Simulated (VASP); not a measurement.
The system is MoS2.

```
Mo S
1.0
     3.22024    0.00000    0.00000
    -1.61012    2.78881    0.00000
     0.00000    0.00000    5.94503
Mo S
1 2
Cartesian
  0.0000 0.0000 0.0000
  0.0000 1.8592 1.5459
  1.6101 0.9296 4.3991
```

Base run:

| Quantity | Value |
| --- | --- |
| Program | VASP 6.6.1 |
| Functional | r2SCAN |
| Potentials or basis | VASP PAW PBE potentials, release 64 (Mo_sv, S) |
| Cutoff | 520 eV |
| k mesh | 12 × 12 × 4 |
| Occupations | fermi-dirac, width 0.02 eV |
| Spin | no spin polarisation |

Its results: band gap on the k mesh zero (bands 13 and 14 overlap by 1.27 eV); pressure 1.2 GPa; largest force 0.052 eV/Å.

The run is repeated on the same cell with these changes: functional from r2SCAN to PBE. What comes out?

Band gap on the k mesh zero (bands 13 and 14 overlap by 1.10 eV); pressure 2.1 GPa; largest force 0.178 eV/Å.

Caveats: the PAW data sets were made with another functional, which shifts forces and pressure a little (at least some runs); this functional lacks dispersion, which binds layers or chains, so the pressure and a relaxed spacing across them are unreliable (at least some runs).
